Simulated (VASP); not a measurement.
Write the native input for VASP 6.6.1 that does the following.

- Task: single point
- Functional: HSE06
- Potentials or basis: VASP PAW PBE potentials, release 64 (Li_sv, H)
- Cutoff: 520 eV
- k mesh: 4 × 4 × 4
- Occupations: gaussian, width 0.01 eV
- Spin: no spin polarisation
- Dipole correction: no
- Grid for exact exchange (PRECFOCK): Normal
- Further INCAR settings: ALGO = Normal; EDIFF = 1e-06; NBANDS = 9
- Share of exact exchange: 0.25
- Screening parameter: 0.2079 1/Å

LiH:

```
Li H
1.0
     0.00000    2.14512    2.14512
     2.14512    0.00000    2.14512
     2.14512    2.14512    0.00000
Li H
1 1
Cartesian
  0.0000 0.0000 0.0000
  1.0726 1.0726 1.0726
```

These files were run (other wordings do the same):

POSCAR

```
LiH
1.0
    0.0000000000      2.1451220099      2.1451220099
    2.1451220099      0.0000000000      2.1451220099
    2.1451220099      2.1451220099      0.0000000000
Li H
1 1
Direct
    0.0000000000      0.0000000000      0.0000000000
    0.2500000000      0.2500000000      0.2500000000
```

INCAR.step1

```
SYSTEM = LiH
ALGO = Normal ; EDIFF = 1E-5
ENCUT = 520 ; GGA = PE
ISIF = 2 ; ISMEAR = 0
LASPH = .True. ; LCHARG = .False.
LREAL = .False. ; LWAVE = .True.
NBANDS = 9 ; NELM = 80
PREC = Accurate ; SIGMA = 0.01
```

INCAR.step2

```
SYSTEM = LiH
ALGO = Normal ; EDIFF = 1E-6
ENCUT = 520 ; GGA = PE
HFSCREEN = 0.2079 ; ISIF = 2
ISMEAR = 0 ; ISTART = 1
LASPH = .True. ; LCHARG = .False.
LHFCALC = .True. ; LREAL = .False.
LWAVE = .False. ; NBANDS = 9
NELM = 80 ; PREC = Accurate
PRECFOCK = Normal ; SIGMA = 0.01
```

KPOINTS

```
k-points
0
Gamma
  4 4 4
  0 0 0
```

Potentials or basis: VASP PAW PBE potentials, release 64 (Li_sv, H).

Run with:

```bash
$ cat potpaw_PBE.64/Li_sv/POTCAR potpaw_PBE.64/H/POTCAR > POTCAR
$ cp INCAR.step1 INCAR
$ mpirun -np 1 vasp_std > vasp.out
$ cp INCAR.step2 INCAR
$ mpirun -np 1 vasp_std > vasp.out
```

Results of the run:

```
Band gap on the k mesh : 5.25 eV (least direct gap 6.42 eV)
```

Caveat: the k points lie up to 0.63 Å⁻¹ apart.

It took 27 s on 1 thread of Intel(R) Xeon(R) Platinum 8259CL CPU @ 2.50GHz (Skylake/Cascade Lake) (shared host), peak memory 0.23 GiB.
